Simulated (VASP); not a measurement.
Rh, 2 atoms in the cell. The structure is hexagonal, space group P6_3/mmc (No. 194). The conventional cell has a = 2.727 Å, b = 2.727 Å, c = 4.375 Å, α = 90.00°, β = 90.00°, γ = 120.00°. Within 3.6 Å of Rh (site symmetry -6m2) lie 12 Rh at 2.70 to 2.73 Å. This isn't the form of Rh at room conditions, which is fcc.

- Program: VASP 6.6.1
- Task: single point
- Functional: PBE
- Potentials or basis: VASP PAW PBE potentials, release 64 (Rh_pv)
- Cutoff: 520 eV
- k mesh: 18 × 18 × 10
- Occupations: methfessel-paxton, width 0.1 eV
- Spin: no spin polarisation
- Dipole correction: no
- Further INCAR settings: ALGO = Fast; EDIFF = 1e-06; NBANDS = 22

Potentials or basis: VASP PAW PBE potentials, release 64 (Rh_pv).

The run is started by

```bash
$ cat potpaw_PBE.64/Rh_pv/POTCAR > POTCAR
$ mpirun -np 1 vasp_std > vasp.out
```

Hardware: 1 thread of Intel(R) Xeon(R) 6975P-C (Granite Rapids), on a shared host.

**Question.** Estimate the wall time of this run.

**Answer.** Run time: 46 s on 1 thread of Intel(R) Xeon(R) 6975P-C (Granite Rapids) (shared host), peak memory 0.22 GiB. Counts: scf iterations 13, k points 222.
